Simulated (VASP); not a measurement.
A run of VASP 6.6.1 is set up as follows.

INCAR

```
SYSTEM = GaN
ALGO = Normal ; EDIFF = 1E-6
ENCUT = 520 ; GGA = PE
ISIF = 2 ; ISMEAR = 0
LASPH = .True. ; LCHARG = .False.
LREAL = .False. ; LWAVE = .False.
NBANDS = 26 ; NELM = 80
PREC = Accurate ; SIGMA = 0.05
```

File KPOINTS:

```
k-points
0
Gamma
  12 12 6
  0 0 0
```

The input POSCAR:

```
GaN
1.0
    3.3149817792      0.0000000000      0.0000000000
   -1.6574908896      2.8708584339      0.0000000000
    0.0000000000      0.0000000000      5.1643849746
Ga N
2 2
Direct
    0.3333333333      0.6666666667      0.9991316867
    0.6666666667      0.3333333333      0.4991316867
    0.3333333333      0.6666666667      0.3758683133
    0.6666666667      0.3333333333      0.8758683133
```

Potentials or basis: VASP PAW PBE potentials, release 64 (Ga_d, N).

The run is started by

```sh
$ cat potpaw_PBE.64/Ga_d/POTCAR potpaw_PBE.64/N/POTCAR > POTCAR
$ mpirun -np 1 vasp_std > vasp.out
```

Question: Estimate the band gap on the k mesh.

Answer: 1.42 eV.

Question: What does it give for the largest force?

Answer: 0.364 eV/Å.

Forces in eV/Å, atoms in the order of the input:
```
Ga   0.000  0.000 -0.364
Ga   0.000  0.000 -0.364
N    0.000  0.000  0.364
N    0.000  0.000  0.364
```

Caveat: the cell differs from its parent crystal (strain +0.030 along x and y, -0.015 along z); the cell stands under tension.
